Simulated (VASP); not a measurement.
LiF: single point with LDA

The system is LiF.

```xyz
4
Lattice="3.0141 0.0000 0.0000 -1.5070 2.6103 0.0000 0.0000 0.0000 4.7086" Properties=species:S:1:pos:R:3 pbc="T T T"
Li    0.0000    1.7402    1.8080
Li    1.5070    0.8701    4.1623
F     0.0000    1.7402    4.6663
F     1.5070    0.8701    2.3120
```

This cell differs from its parent crystal: c/a of the conventional cell at fixed volume 1.5622.

```json
{
  "Program": "VASP 6.6.1",
  "Task": "single point",
  "Functional": "LDA",
  "Potentials or basis": "VASP PAW LDA potentials, release 64 (Li_sv, F)",
  "Cutoff": "520 eV",
  "k mesh": "9 × 9 × 6",
  "Occupations": "gaussian, width 0.05 eV",
  "Spin": "no spin polarisation",
  "Dipole correction": "no",
  "Further INCAR settings": "ALGO = Normal; EDIFF = 1e-06; NBANDS = 18"
}
```

```yaml
Largest_force: 0.070 eV/Å
Band_gap_on_the_k_mesh: 7.84 eV
```

Forces in eV/Å, atoms in the order of the input:
```
Li   0.000  0.000 -0.070
Li   0.000  0.000 -0.070
F    0.000  0.000  0.070
F    0.000  0.000  0.070
```

Levels at points of the mesh, in eV from the valence-band top:
| k point | band 6 | band 7 | band 8 | band 9 | band 10 | band 11 | band 12 | band 13 | band 14 | band 15 |
| --- | --- | --- | --- | --- | --- | --- | --- | --- | --- | --- |
| (0.00, 0.00, 0.00) | -0.58 | -0.58 | -0.22 | -0.22 | 0.00 | 7.84 | 12.15 | 15.63 | 18.55 | 18.55 |
| (0.00, 0.00, 0.50) | -1.33 | -0.40 | -0.40 | -0.40 | -0.40 | 9.58 | 9.58 | 17.79 | 17.79 | 18.84 |

Wall time 29 s on 1 thread of Intel Xeon 8259CL (shared host), peak memory 0.15 GiB.

 A k mesh can miss the band edges.
